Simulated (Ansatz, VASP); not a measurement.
**Two plane-wave programs on AlN**

```
CELL_PARAMETERS angstrom
0.00000 2.18399 2.18399
2.18399 0.00000 2.18399
2.18399 2.18399 0.00000
ATOMIC_POSITIONS crystal
Al 0.00000 0.00000 0.00000
N 0.75000 0.75000 0.75000
```

Alike in both runs: task single point; functional PBEsol; k mesh 8 × 8 × 8; no spin polarisation.

```csv
,VASP,Ansatz
version,VASP 6.6.1,Ansatz 0.2.0
potentials or method,"VASP PAW PBE potentials, release 64 (Al, N), cutoff 520 eV","plane waves, PAW"
occupations,"gaussian, width 0.01 eV",fixed
valence electrons in the cell,8,8
```

VASP gave:

* gap on the k mesh at the Fermi level (eV): 3.19

Question: Estimate Ansatz's values.

Answer: gap on the k mesh at the Fermi level (eV): 3.20.

VASP's potentials were made for PBE, not for PBEsol.
